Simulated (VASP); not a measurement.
Runs of VASP 6.6.1 on Pd. The structure is that of space group Fm-3m (No. 225), or close to it. The cells are those of the table. 

```tsv
task	cell	k mesh	cutoff (eV)	smearing	gap on the mesh (eV)	pressure (GPa)	relaxed volume (Å³/atom)
relaxation of cell and atoms	relaxed from a = 2.770 Å, angles 60.0°, 1 atom	18 × 18 × 18	600	gaussian 0.1 eV	none	0.0	14.52
single point	a = 2.740 Å, angles 60.0°, 1 atom	18 × 18 × 18	520	gaussian 0.1 eV	none	-0.3	-
single point	a = 2.743 Å, angles 60.0°, 1 atom	18 × 18 × 18	520	fermi-dirac 0.15 eV	none	-0.3	-
single point	a = 2.770 Å, angles 60.0°, 1 atom	8 × 8 × 8	520	gaussian 0.1 eV	none	-5.5	-
relaxation of cell and atoms	relaxed from a = 2.740 Å, angles 60.0°, 1 atom	18 × 18 × 18	600	fermi-dirac 0.15 eV	none	0.0	(a)
```

Alike in all rows: level PBEsol; potentials or basis VASP PAW PBE potentials, release 64 (Pd); no spin polarisation.

**Question.** Fill in the values left out.

**Answer.** (a) 14.57.

Caveats: the PAW data sets were made with another functional, which shifts forces and pressure a little; the cell stands under tension (at least some runs).

A k mesh can miss the band edges, and the runs leave out spin-orbit coupling on Pd.

A gap of «none» marks levels without a gap at the run's occupations.
